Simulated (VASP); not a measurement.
BN: single point with LDA

The system is BN.

```
B N
1.0
     1.25112    0.72233    3.37293
    -1.25112    0.72233    3.37293
     0.00000   -1.44467    3.37293
B N
1 1
Direct
  0.99967 0.99967 0.99967
  0.33276 0.33276 0.33276
```

- Program: VASP 6.6.1
- Task: single point
- Functional: LDA
- Potentials or basis: VASP PAW LDA potentials, release 64 (B, N)
- Cutoff: 520 eV
- k mesh: 10 × 10 × 10
- Occupations: gaussian, width 0.01 eV
- Spin: no spin polarisation

| Item | Value |
| --- | --- |
| Pressure | -3.8 GPa |
| Band gap on the k mesh | 4.05 eV, indirect (least direct gap 4.75 eV) |

Forces in eV/Å, atoms in the order of the input:
```
B    0.000  0.000 -0.002
N    0.000  0.000  0.002
```

Stress tensor (GPa, compression positive):
```
-5.17  0.00  0.00
 0.00 -5.17  0.00
 0.00  0.00 -1.12
```

Levels at points of the mesh, in eV from the valence-band top:
```tsv
k point	band 1	band 2	band 3	band 4	band 5	band 6	band 7	band 8
(0.00, 0.00, 0.00)	-17.60	-4.24	-1.34	-1.34	4.80	11.53	11.53	12.93
(0.50, 0.00, 0.00)	-14.38	-8.93	-4.12	-0.64	5.10	9.85	12.66	14.64
(0.50, 0.50, 0.00)	-14.31	-8.80	-4.18	-1.24	4.05	9.86	13.84	17.14
(0.50, 0.50, 0.50)	-17.33	-6.28	-1.35	-1.35	9.79	11.45	11.45	12.30
```

Run time: 17 s on 1 thread of Intel(R) Xeon(R) Platinum 8488C (Sapphire Rapids), on a shared host, peak memory 0.14 GiB.

A k mesh can miss the band edges.
